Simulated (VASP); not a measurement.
# Li (P6_3/mmc) in VASP: a series of runs

Runs on Li. Level: PBE. Tasks: single point.

Program: VASP 6.6.1. These are calculated values, not measurements. Logs are shortened: lines on timing, memory, paths and dates and some standing lists are left out, and cuts for length are marked.

**1. The cell of the first run**

It takes space group P6_3/mmc (No. 194, hexagonal). Conventional cell: a = 3.152 Å, b = 3.152 Å, c = 5.160 Å, α = 90.00°, β = 90.00°, γ = 120.00°. Li (site symmetry -6m2) has 12 Li at 3.15 to 3.16 Å within 4.1 Å.

**2. Single point, PBE (volume scaled by 1.04)**

File INCAR:

```
SYSTEM = Li
  PREC = Accurate
  ENCUT = 520
  EDIFF = 1E-6
  ISMEAR = -1
  SIGMA = 0.08
  LREAL = .False.
  LASPH = .True.
  NELM = 80
  ALGO = Normal
  ISIF = 2
  LWAVE = .False.
  LCHARG = .True.
  GGA = PE
  LELF = .True.
  LVHAR = .True.
  NBANDS = 10
```

File KPOINTS:

```
Automatic mesh
0
Gamma
  15 15 8
  0 0 0
```

File POSCAR:

```
Li
1.0
    3.1519410852      0.0000000000      0.0000000000
   -1.5759705426      2.7296610510      0.0000000000
    0.0000000000      0.0000000000      5.1600208437
Li
2
Direct
    0.3333333333      0.6666666667      0.2500000000
    0.6666666667      0.3333333333      0.7500000000
```

Potentials or basis: VASP PAW PBE potentials, release 64 (Li_sv).

The run is started by

```console
$ cat potpaw_PBE.64/Li_sv/POTCAR > POTCAR
$ mpirun -np 1 vasp_std > vasp.out
```

OUTCAR:

```text
SYSTEM = Li
   PREC = Accurate
   ENCUT = 520
   EDIFF = 1E-6
   ISMEAR = -1
   LREAL = .False.
   LASPH = .True.
   NELM = 80
   ISIF = 2
   GGA = PE

 ion  position               nearest neighbor table
   1  0.333  0.667  0.250-
   2  0.667  0.333  0.750-

  LATTYP: Found a hexagonal cell.
 ALAT       =     3.1519410852
 C/A-ratio  =     1.6370930497

  Lattice vectors:

 A1 = (   3.1519410852,   0.0000000000,   0.0000000000)
 A2 = (  -1.5759705426,   2.7296610510,   0.0000000000)
 A3 = (   0.0000000000,   0.0000000000,   5.1600208437)

Analysis of symmetry for initial positions (statically):
=====================================================================
 Subroutine PRICEL returns:
 Original cell was already a primitive cell.

 Routine SETGRP: Setting up the symmetry group for a
 hexagonal supercell.

 Subroutine GETGRP returns: Found 24 space group operations
 (whereof 12 operations were pure point group operations)
 out of a pool of 24 trial point group operations.

The static configuration has the point symmetry D_3d.
 The point group associated with its full space group is D_6h.

Analysis of symmetry for dynamics (positions and initial velocities):
=====================================================================
 Subroutine PRICEL returns:
 Original cell was already a primitive cell.

 Routine SETGRP: Setting up the symmetry group for a
 hexagonal supercell.

 Subroutine GETGRP returns: Found 24 space group operations
 (whereof 12 operations were pure point group operations)
 out of a pool of 24 trial point group operations.

The dynamic configuration has the point symmetry D_3d.
 The point group associated with its full space group is D_6h.

 Subroutine INISYM returns: Found 24 space group operations
 (whereof 12 operations are pure point group operations),
 and found     1 'primitive' translations

----------------------------------------------------------------------------------------

                                     Primitive cell

  volume of cell :      44.3954

  direct lattice vectors                    reciprocal lattice vectors
     3.151941085  0.000000000  0.000000000     0.317264813  0.183172925  0.000000000
    -1.575970543  2.729661051  0.000000000     0.000000000  0.366345851  0.000000000
     0.000000000  0.000000000  5.160020844     0.000000000  0.000000000  0.193797667

  length of vectors
     3.151941085  3.151941085  5.160020844     0.366345851  0.366345851  0.193797667

  position of ions in fractional coordinates (direct lattice)
     0.333333333  0.666666667  0.250000000
     0.666666667  0.333333333  0.750000000

  ion indices of the primitive-cell ions
   primitive index   ion index
                 1           1
                 2           2

----------------------------------------------------------------------------------------

 KPOINTS: Automatic mesh

Automatic generation of k-mesh.
 Grid dimensions read from file:
 generate k-points for:   15   15    8

 Generating k-lattice:

  Cartesian coordinates                     Fractional coordinates (reciprocal lattice)
     0.021150988  0.012211528  0.000000000     0.066666667 -0.000000000  0.000000000
     0.000000000  0.024423057  0.000000000     0.000000000  0.066666667  0.000000000
     0.000000000  0.000000000  0.024224708     0.000000000  0.000000000  0.125000000

  Length of vectors
     0.024423057  0.024423057  0.024224708

  Shift w.r.t. Gamma in fractional coordinates (k-lattice)
     0.000000000  0.000000000  0.000000000

 Subroutine IBZKPT returns following result:
 ===========================================

 Found    135 irreducible k-points:

 Following reciprocal coordinates:
            Coordinates               Weight
  0.000000  0.000000  0.000000      1.000000
  0.066667  0.000000  0.000000      6.000000
  0.133333 -0.000000  0.000000      6.000000
  0.200000  0.000000  0.000000      6.000000
  0.266667 -0.000000  0.000000      6.000000
  0.333333  0.000000  0.000000      6.000000
[... 16 lines left out ...]
  0.333333  0.200000  0.000000     12.000000
  0.400000  0.200000  0.000000      6.000000
 [... further k-points ...]
   k-points           NKPTS =    135   k-points in BZ     NKDIM =    135   number of bands    NBANDS=     10
   number of dos      NEDOS =    301   number of ions     NIONS =      2
   total plane-waves  NPLWV =  23040
   dimension x,y,z NGX =    24 NGY =   24 NGZ =   40
   dimension x,y,z NGXF=    48 NGYF=   48 NGZF=   80
   ions per type =               2
   NGX,Y,Z   is equivalent  to a cutoff of  12.66, 12.66, 12.89 a.u.
   NGXF,Y,Z  is equivalent  to a cutoff of  25.32, 25.32, 25.77 a.u.
 SYSTEM =  Li
   PREC   = accura    normal or accurate (medium, high low for compatibility)
   ISTART =      0    job   : 0-new  1-cont  2-samecut
   ICHARG =      2    charge: 1-file 2-atom 10-const
   ISPIN  =      1    spin polarized calculation?
   LNONCOLLINEAR =      F non collinear calculations
   LSORBIT =      F    spin-orbit coupling
   LASPH  =      T    aspherical Exc in radial PAW
   ENCUT  =  520.0 eV  38.22 Ry    6.18 a.u.   5.86  5.86  9.59*2*pi/ulx,y,z
   NELM   =     80;   NELMIN=  2; NELMDL= -5     # of ELM steps
   EDIFF  = 0.1E-05   stopping-criterion for ELM
   LREAL  =      F    real-space projection
[... 7 lines left out ...]
   TEBEG  =    0.0;   TEEND  =   0.0 temperature during run
   PSTRESS=    0.0 pullay stress
   NELECT =       6.0000    total number of electrons
   NUPDOWN=      -1.0000    fix difference up-down
   EMIN   =  10.00;   EMAX   =-10.00  energy-range for DOS
   EFERMI =   0.00;   METHOD = LEGACY
   ISMEAR =    -1;   SIGMA  =   0.08  broadening in eV -4-tet -1-fermi 0-gaus
   EFERMI_NEDOS =   21; number of points for ismear=-14 and -15
   IALGO  =     38    algorithm
   IMIX   =      4    mixing-type and parameters
     AMIX     =   0.40;   BMIX     =  1.00
     AMIX_MAG =   1.60;   BMIX_MAG =  1.00
  volume/ion in A,a.u.               =      22.20       149.80
  Fermi-wavevector in a.u.,A,eV,Ry     =   0.840129  1.587613  9.603213  0.705816
  Thomas-Fermi vector in A             =   1.954460
   LORBIT       =      0    0 simple, 1 ext, 2 COOP (PROOUT), +10 PAW based schemes
   GGA     = PE    functional components
   LHFCALC =     F    Hartree Fock is set to
   AEXX    =    0.0000 exact exchange contribution
   IVDW    =     0    specifies the selected vdW correction
   LEPSILON=     F    determine dielectric tensor
   LRPA    =     F    only Hartree local field effects (RPA)
 non-spin polarized calculation
  energy-cutoff  :      520.00
  volume of cell :       44.40
 maximum number of plane-waves:      1212
 NGX is ok and might be reduce to    24
   NGX = 11   NGY = 11   NGZ = 19

 number of electron       6.0000001 magnetization

 Free energy of the ion-electron system (eV)
  ---------------------------------------------------
  ext. energy  EPLUGINS =         0.00000000
  ---------------------------------------------------
  free energy    TOTEN  =        -3.80853126 eV

  energy without entropy =       -3.78671434  energy(sigma->0) =       -3.79762280

 E-fermi :   0.3811     XC(G=0):  -6.8269

 val. band max:        0.3737868375   @ k =   0.4000   0.1333   0.0000
 cond. band min:       0.3872242536   @ k =   0.4000  -0.0000   0.5000
 fundamental gap:      0.0134374161
 Fermi energy:         0.3810782931

 k-point     1 :       0.0000    0.0000    0.0000
  band No.  band energies     occupation
      1     -46.3056      2.00000
      2     -46.2933      2.00000
      3      -3.0592      2.00000
      4       0.3891      0.94999
      5       3.0011      0.00000
      6      12.0932      0.00000
      7      12.0932      0.00000
      8      13.4119      0.00000
      9      13.4120      0.00000
     10      13.9054      0.00000

 k-point     2 :       0.0667    0.0000    0.0000
  band No.  band energies     occupation
      1     -46.3051      2.00000
      2     -46.2931      2.00000
      3      -2.9907      2.00000
      4       0.4770      0.46332
      5       3.0319      0.00000
      6      11.3566      0.00000
      7      11.5906      0.00000
      8      13.3827      0.00000
      9      13.7165      0.00000
     10      13.8379      0.00000

 k-point     3 :       0.1333   -0.0000    0.0000
  band No.  band energies     occupation
      1     -46.3037      2.00000
      2     -46.2924      2.00000
      3      -2.7853      2.00000
      4       0.7405      0.02213
      5       3.1188      0.00000
      6       9.8524      0.00000
      7      10.7681      0.00000
      8      13.2579      0.00000
      9      13.4806      0.00000
     10      13.8239      0.00000

 k-point     4 :       0.2000    0.0000    0.0000
  band No.  band energies     occupation
      1     -46.3017      2.00000
      2     -46.2915      2.00000
      3      -2.4430      2.00000
      4       1.1789      0.00009
      5       3.2385      0.00000
      6       8.2572      0.00000
      7       9.9970      0.00000
      8      12.4299      0.00000
      9      12.5021      0.00000
     10      13.3860      0.00000

 k-point     5 :       0.2667   -0.0000    0.0000
  band No.  band energies     occupation
      1     -46.2992      2.00000
      2     -46.2906      2.00000
      3      -1.9642      2.00000
      4       1.7905      0.00000
      5       3.3069      0.00000
      6       6.8699      0.00000
      7       9.3523      0.00000
      8      10.8322      0.00000
      9      11.0696      0.00000
     10      13.1055      0.00000

 k-point     6 :       0.3333    0.0000    0.0000
  band No.  band energies     occupation
      1     -46.2967      2.00000
      2     -46.2897      2.00000
      3      -1.3530      2.00000
      4       2.5714      0.00000
      5       3.0884      0.00000
      6       5.9992      0.00000
      7       8.8582      0.00000
      8       9.1518      0.00000
      9       9.7453      0.00000
     10      12.6741      0.00000

 k-point     7 :       0.4000   -0.0000    0.0000
  band No.  band energies     occupation
      1     -46.2946      2.00000
      2     -46.2893      2.00000
      3      -0.6241      1.99999
      4       2.3882      0.00000
      5       3.5092      0.00000
      6       5.8602      0.00000
      7       7.5759      0.00000
      8       8.5251      0.00000
      9       8.6271      0.00000
     10      12.3914      0.00000

 k-point     8 :       0.4667    0.0000    0.0000
  band No.  band energies     occupation
      1     -46.2934      2.00000
      2     -46.2892      2.00000
      3       0.1351      1.91166
      4       1.5325      0.00000
      5       4.5221      0.00000
      6       6.1068      0.00000
      7       6.2366      0.00000
      8       7.8556      0.00000
      9       8.3575      0.00000
     10      12.2455      0.00000

 k-point     9 :       0.0667    0.0667    0.0000
  band No.  band energies     occupation
      1     -46.3042      2.00000
      2     -46.2926      2.00000
      3      -2.8539      2.00000
      4       0.6527      0.06488
      5       3.0913      0.00000
      6      10.5169      0.00000
      7      10.6605      0.00000
      8      13.4168      0.00000
      9      13.6392      0.00000
     10      13.7717      0.00000
[... 118 lines left out ...]
 k-point    19 :       0.3333    0.1333    0.0000
  band No.  band energies     occupation
      1     -46.2939      2.00000
      2     -46.2892      2.00000
      3      -0.4050      1.99989
      4       2.6287      0.00000
      5       3.7677      0.00000
      6       5.3689      0.00000
      7       6.7861      0.00000
      8       7.7921      0.00000
      9       9.8010      0.00000
     10      11.6167      0.00000

 k-point    20 :       0.4000    0.1333    0.0000
  band No.  band energies     occupation
      1     -46.2926      2.00000
      2     -46.2892      2.00000
      3       0.3738      1.04554
      4       1.7463      0.00000
      5       4.7803      0.00000
      6       5.5934      0.00000
      7       6.3126      0.00000
      8       6.4674      0.00000
      9       9.4176      0.00000
     10      11.4955      0.00000

 k-point    21 :       0.2000    0.2000    0.0000
  band No.  band energies     occupation
      1     -46.2961      2.00000
      2     -46.2896      2.00000
      3      -1.2065      2.00000
      4       2.7461      0.00000
      5       3.5026      0.00000
      6       5.5096      0.00000
      7       7.1303      0.00000
      8       9.9408      0.00000
      9      11.0047      0.00000
     10      11.4414      0.00000

 k-point    22 :       0.2667    0.2000    0.0000
  band No.  band energies     occupation
      1     -46.2941      2.00000
      2     -46.2892      2.00000
      3      -0.5226      1.99998
      4       3.2884      0.00000
      5       3.6038      0.00000
      6       4.6347      0.00000
      7       6.6392      0.00000
      8       8.6924      0.00000
      9      10.3295      0.00000
     10      10.7318      0.00000

 k-point    23 :       0.3333    0.2000    0.0000
  band No.  band energies     occupation
      1     -46.2924      2.00000
      2     -46.2892      2.00000
      3       0.2712      1.59590
      4       2.4592      0.00000
      5       4.4468      0.00000
      6       4.5987      0.00000
      7       6.3444      0.00000
      8       7.3319      0.00000
      9       9.8251      0.00000
     10      10.3366      0.00000

 k-point    24 :       0.4000    0.2000    0.0000
  band No.  band energies     occupation
      1     -46.2917      2.00000
      2     -46.2893      2.00000
      3       0.8863      0.00361
      4       1.7666      0.00000
      5       4.4616      0.00000
      6       5.3902      0.00000
      7       6.2395      0.00000
      8       6.4032      0.00000
      9       9.6453      0.00000
     10      10.2189      0.00000

 [... further k-points ...]
[... 5 lines left out ...]
  --------------------------------------------------------------------------------------
  -------------------------------------------------------------------------------------
  Total       -0.3178152     -0.3178152     -0.3238073      0.0000000      0.0000000      0.0000000
  in kB      -11.4695655    -11.4695655    -11.6858148      0.0000000      0.0000000      0.0000000
  external PRESSURE =     -11.5416486 kB  Pullay stress =       0.0000000 kB

 VOLUME and BASIS-vectors are now :
 -----------------------------------------------------------------------------
  energy-cutoff  :      520.00
  volume of cell :       44.40
      direct lattice vectors                 reciprocal lattice vectors
     3.151941085  0.000000000  0.000000000     0.317264813  0.183172925  0.000000000
    -1.575970543  2.729661051  0.000000000     0.000000000  0.366345851  0.000000000
     0.000000000  0.000000000  5.160020844     0.000000000  0.000000000  0.193797667

 POSITION                                       TOTAL-FORCE (eV/Angst)
 -----------------------------------------------------------------------------------
     -0.00000      1.81977      1.29001         0.000000     -0.000000      0.000000
      1.57597      0.90989      3.87002        -0.000000      0.000000      0.000000
 -----------------------------------------------------------------------------------
    total drift:                               -0.000000      0.000000      0.000000

  FREE ENERGIE OF THE ION-ELECTRON SYSTEM (eV)
  ---------------------------------------------------
  free  energy   TOTEN  =        -3.8085312569 eV

  energy  without entropy=       -3.7867143403  energy(sigma->0) =       -3.79762280
```

Wall time 21 s (1 thread of Intel Xeon Platinum 8488C (Sapphire Rapids), shared host); peak memory 0.17 GiB.

What came out:

```yaml
Free_energy: -3.8085 eV
Band_gap_on_the_k_mesh: zero (band 3 reaches 2.45 eV, above the bottom of band 4 at -1.99 eV)
```

Caveat: the cutoff is under 1.25 times the usual one of these potentials, so pressure, stress and relaxed cells hold a basis-set (Pulay) error.

(Continued in part 2 of 2.)
